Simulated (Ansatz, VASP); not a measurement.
## CaS: VASP beside Ansatz

The input POSCAR:

```
CaS
1.0
    0.0000000000      2.8479357439      2.8479357439
    2.8479357439      0.0000000000      2.8479357439
    2.8479357439      2.8479357439      0.0000000000
Ca S
1 1
Direct
    0.0000000000      0.0000000000      0.0000000000
    0.5000000000      0.5000000000      0.5000000000
```

INCAR.step1

```
SYSTEM = CaS
PREC = Accurate
ENCUT = 400
EDIFF = 1E-5
ISMEAR = 0
SIGMA = 0.01
LREAL = .FALSE.
LASPH = .TRUE.
NELM = 120
ALGO = Normal
ISIF = 2
LWAVE = .TRUE.
LCHARG = .FALSE.
GGA = PE
NBANDS = 15
GGA_COMPAT = .FALSE.
```

INCAR.step2

```
SYSTEM = CaS
PREC = Accurate
ENCUT = 400
EDIFF = 1E-6
ISMEAR = 0
SIGMA = 0.01
LREAL = .FALSE.
LASPH = .TRUE.
NELM = 120
ALGO = Normal
ISIF = 2
LWAVE = .FALSE.
LCHARG = .FALSE.
GGA = PE
LHFCALC = .TRUE.
AEXX = 0.2
HFSCREEN = 0.1
PRECFOCK = Normal
ISTART = 1
NBANDS = 15
GGA_COMPAT = .FALSE.
```

Contents of KPOINTS:

```
regular mesh
0
G
  4 4 4
  0 0 0
```

Input for Ansatz:

```yaml
crystal:
  lattice:
    - [0.0, 2.8479357439, 2.8479357439]
    - [2.8479357439, 0.0, 2.8479357439]
    - [2.8479357439, 2.8479357439, 0.0]
  atoms:
    - { symbol: Ca, position: [0.0, 0.0, 0.0] }
    - { symbol: S, position: [0.5, 0.5, 0.5] }
kpoints:
  mp_grid: { grid: [4, 4, 4] }
hamiltonian:
  xc: { exchange: pbe, correlation: pbe, exx: { coeff: 0.2, omega: 0.1 } }
scf:
  occupations: { method: fixed }
  n_extra_bands: 4
output:
  forces: true
  stress: true
  eigenvalues: true
```

Alike in both runs: task single point; functional PBE-based screened hybrid with a share of 0.2 of exact exchange and HFSCREEN = 0.1; k mesh 4 × 4 × 4; no spin polarisation.

|  | VASP | Ansatz |
| --- | --- | --- |
| version | VASP 6.6.1 | Ansatz 0.2.0 |
| potentials or method | VASP PAW PBE potentials, release 64 (Ca_sv, S) | plane waves |
| plane-wave cutoff (eV) | 400 | 420 |
| occupations | gaussian, width 0.01 eV | fixed |
| valence electrons in the cell | 16 | 16 |

|  | VASP | Ansatz | Ansatz less VASP |
| --- | --- | --- | --- |
| gap on the k mesh at the Fermi level (eV) | 3.46 | 3.46 | -0.007 |
| pressure (GPa) | 0.3 | 0.2 | -0.11 |

VASP's potentials were made for PBE, not for PBE-based screened hybrid. Ansatz's warnings: stress exchange threshold loose, stress scf threshold loose.

The k mesh is coarse, so the values compare programs but aren't converged.
